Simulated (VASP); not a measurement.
# SnSe: relaxation of cell and atoms with r2SCAN

Crystal: SnSe.

```
CELL_PARAMETERS angstrom
0.00000 3.01000 3.01000
3.01000 0.00000 3.01000
3.01000 3.01000 0.00000
ATOMIC_POSITIONS crystal
Sn 0.00000 0.00000 0.00000
Se 0.50000 0.50000 0.50000
```

- Program: VASP 6.6.1
- Task: relaxation of cell and atoms
- Functional: r2SCAN
- Potentials or basis: VASP PAW PBE potentials, release 64 (Sn_d, Se)
- Cutoff: 620 eV
- k mesh: 8 × 8 × 8
- Occupations: gaussian, width 0.03 eV
- Spin: no spin polarisation
- Tolerance level: standard
- Purpose: cell
- Passes: 3
- Further INCAR settings: ALGO = Normal; EDIFF = 1e-07

```yaml
Relaxed_volume: 27.21 Å³/atom
Relaxed_cell: a = 4.254 Å, b = 4.254 Å, c = 4.254 Å, α = 60.00°, β = 60.00°, γ = 60.00°
Space_group_after_relaxing_to_0.1_Å: Fm-3m (No. 225)
Energy_gained_by_relaxing: 0.0 meV/atom
Ionic_steps: 5
Pressure_after_relaxing: 0.0 GPa
Band_gap_on_the_k_mesh: 0.46 eV
```

Final structure:
```xyz
2
Lattice="0.0000 3.0079 3.0079 3.0079 0.0000 3.0079 3.0079 3.0079 0.0000" Properties=species:S:1:pos:R:3 pbc="T T T"
Sn    0.0000    0.0000    0.0000
Se    3.0079    3.0079    3.0079
```

Levels at points of the mesh, in eV from the valence-band top:
| k point | band 7 | band 8 | band 9 | band 10 | band 11 | band 12 | band 13 | band 14 |
| --- | --- | --- | --- | --- | --- | --- | --- | --- |
| (0.00, 0.00, 0.00) | -5.25 | -2.65 | -2.65 | -2.65 | 4.37 | 4.37 | 4.37 | 6.04 |
| (0.50, 0.00, 0.00) | -8.58 | -2.38 | -2.38 | 0.00 | 0.46 | 1.13 | 1.13 | 8.57 |
| (0.50, 0.50, 0.00) | -6.36 | -5.96 | -4.11 | -4.11 | 3.11 | 5.47 | 5.47 | 6.17 |

Run time: 11 min on 1 thread of Intel(R) Xeon(R) Platinum 8488C (Sapphire Rapids), with other jobs on the host, peak memory 0.24 GiB.

Caveat: the PAW data sets were made with another functional, which shifts forces and pressure a little; spin-orbit coupling is left out, which moves the levels of the heavy elements. A k mesh can miss the band edges.
